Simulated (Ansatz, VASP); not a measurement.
# SiF: VASP beside Ansatz

The input INCAR:

```
PREC = Accurate
ENCUT = 600
EDIFF = 1E-6
ISMEAR = 0
SIGMA = 0.1
LREAL = F
LASPH = T
NELM = 100
ALGO = Normal
ISIF = 3
LWAVE = F
LCHARG = F
GGA = PE
IBRION = 2
NSW = 100
EDIFFG = -0.01
```

The input KPOINTS:

```
Automatic mesh
0
Gamma
  24 24 14
```

File POSCAR:

```
SiF
1.0
    2.7014400243      0.0000000000      0.0000000000
   -1.3507200122      2.3395156878      0.0000000000
    0.0000000000      0.0000000000      3.8751092017
Si F
1 1
Direct
    0.6666666667      0.3333333333      0.0000000000
    0.0000000000      0.0000000000      0.5000000000
```

Input for Ansatz:

```yaml
crystal:
  lattice:
    - [2.7014400243, 0.0, 0.0]
    - [-1.3507200122, 2.3395156878, 0.0]
    - [0.0, 0.0, 3.8751092017]
  atoms:
    - { symbol: Si, position: [0.6666666667, 0.3333333333, 0.0] }
    - { symbol: F, position: [0.0, 0.0, 0.5] }
basis:
  ecutwfc: 420
kpoints:
  mp_grid: { grid: [24, 24, 14] }
hamiltonian:
  xc: pbe
scf:
  occupations: { method: gaussian, width: 0.1 }
output:
  forces: true
  stress: true
  eigenvalues: true
  write_density: true
  write_potential: true
  elf: true
  volumetric_format: npy
relax:
  adjacent_minimum: "off"
  f_tol: 0.01
  max_steps: 80
  cell: { stress_tol: 0.05 }
```

Change from the starting cell: species swapped into the CrC type (P-6m2, No. 187).

Alike in both runs: task relaxation of cell and atoms; functional PBE; k mesh 24 × 24 × 14; occupations gaussian, width 0.1 eV; no spin polarisation.

|  | VASP | Ansatz |
| --- | --- | --- |
| version | VASP 6.6.1 | Ansatz 0.2.0 |
| potentials or method | VASP PAW PBE potentials, release 64 (Si, F), cutoff 600 eV | scalar-relativistic, plane waves, PAW |
| valence electrons in the cell | 11 | 11 |

```csv
,VASP,Ansatz,Ansatz less VASP
"gap on the k mesh at the Fermi level, each at its own relaxed structure (eV)",none,none,-
relaxed volume (Å³/atom),12.21,12.25,+0.034
relaxed cell length with the largest relative difference (Å),2.700,2.702,+0.0029
```

A gap of «none» marks a metal or a gap that the smearing closes.
